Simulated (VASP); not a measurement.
# RbBr: single point with PBE0

Crystal: RbBr.

```xyz
2
Lattice="0.0000 3.4270 3.4270 3.4270 0.0000 3.4270 3.4270 3.4270 0.0000" Properties=species:S:1:pos:R:3 pbc="T T T"
Rb    0.0000    0.0000    0.0000
Br    3.4270    3.4270    3.4270
```

```json
{
  "Program": "VASP 6.6.1",
  "Task": "single point",
  "Functional": "PBE0",
  "Potentials or basis": "VASP PAW PBE potentials, release 64 (Rb_sv, Br)",
  "Cutoff": "520 eV",
  "k mesh": "4 × 4 × 4",
  "Occupations": "fermi-dirac, width 0.05 eV",
  "Spin": "no spin polarisation",
  "Dipole correction": "no",
  "Grid for exact exchange (PRECFOCK)": "Normal",
  "Further INCAR settings": "ALGO = Normal; EDIFF = 1e-06; NBANDS = 15",
  "Share of exact exchange": "0.25"
}
```

```yaml
Pressure: 0.7 GPa
Band_gap_on_the_k_mesh: 6.25 eV
```

Levels at points of the mesh, in eV from the valence-band top:
```csv
k point,band 4,band 5,band 6,band 7,band 8,band 9,band 10,band 11,band 12,band 13
"(0.00, 0.00, 0.00)",-9.02,-9.02,0.00,0.00,0.00,6.25,9.31,9.31,9.31,10.29
"(0.50, 0.00, 0.00)",-9.02,-8.96,-1.04,-0.38,-0.38,8.70,9.74,11.69,11.69,12.22
"(0.50, 0.50, 0.00)",-9.10,-9.10,-0.52,-0.18,-0.18,7.50,9.18,11.19,11.42,11.68
```

Run time: 4.9 min on 1 thread of Intel(R) Xeon(R) Platinum 8488C (Sapphire Rapids), on a shared host, peak memory 0.22 GiB.

Caveat: the PAW data sets were made with another functional, which shifts forces and pressure a little.
